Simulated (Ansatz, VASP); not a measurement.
TiTe2 in VASP and in Ansatz

File POSCAR:

```
TiTe2
1.0
    0.0000000000      3.4404521538      3.4404521538
    3.4404521538      0.0000000000      3.4404521538
    3.4404521538      3.4404521538      0.0000000000
Ti Te
1 2
Direct
    0.0000000000      0.0000000000      0.0000000000
    0.2500000000      0.2500000000      0.2500000000
    0.7500000000      0.7500000000      0.7500000000
```

INCAR.step1

```
  PREC = Accurate
  ENCUT = 600
  ISMEAR = 0
  SIGMA = 0.1
  LREAL = F
  LASPH = T
  NELM = 100
  GGA = PE
  ALGO = Normal
  EDIFF = 1E-4
  LWAVE = T
  LCHARG = F
```

INCAR.step2

```
  PREC = Accurate
  ENCUT = 600
  EDIFF = 1E-7
  ISMEAR = 0
  SIGMA = 0.1
  LREAL = F
  LASPH = T
  NELM = 100
  ALGO = Normal
  ISIF = 3
  LWAVE = F
  LCHARG = F
  METAGGA = R2SCAN
  LMIXTAU = T
  IBRION = 2
  NSW = 80
  EDIFFG = -0.01
  ISTART = 1
```

The input KPOINTS:

```
Automatic mesh
0
Gamma
  10 10 10
```

Input for Ansatz:

```yaml
crystal:
  lattice:
    - [0.0, 3.4404521538, 3.4404521538]
    - [3.4404521538, 0.0, 3.4404521538]
    - [3.4404521538, 3.4404521538, 0.0]
  atoms:
    - { symbol: Ti, position: [0.0, 0.0, 0.0] }
    - { symbol: Te, position: [0.25, 0.25, 0.25] }
    - { symbol: Te, position: [0.75, 0.75, 0.75] }
basis:
  ecutwfc: 500
kpoints:
  mp_grid: { grid: [10, 10, 10] }
hamiltonian:
  xc: r2scan
scf:
  occupations: { method: gaussian, width: 0.1 }
output:
  forces: true
  stress: true
  eigenvalues: true
relax:
  adjacent_minimum: "off"
  f_tol: 0.01
  max_steps: 60
  cell: { stress_tol: 0.1 }
```

Alike in both runs: task relaxation of cell and atoms; functional r2SCAN; k mesh 10 × 10 × 10; occupations gaussian, width 0.1 eV; no spin polarisation.

```csv
,VASP,Ansatz
version,VASP 6.6.1,Ansatz 0.2.0
potentials or method,"VASP PAW PBE potentials, release 64 (Ti_sv, Te), cutoff 600 eV","scalar-relativistic, plane waves, PAW"
valence electrons in the cell,24,44
```

```csv
,VASP,Ansatz,Ansatz less VASP
"gap on the k mesh at the Fermi level, each at its own relaxed structure (eV)",none,none,-
relaxed volume (Å³/atom),27.22,27.15,-0.071
relaxed cell length with the largest relative difference (Å),4.870,4.866,-0.0042
```

VASP's potentials were made for PBE, not for r2SCAN. A gap of «none» marks a metal or a gap that the smearing closes. VASP's potentials hold 24 valence electrons a cell and Ansatz's 44, so a difference there can come from the potentials and not from the codes.

Spin-orbit coupling is off throughout.
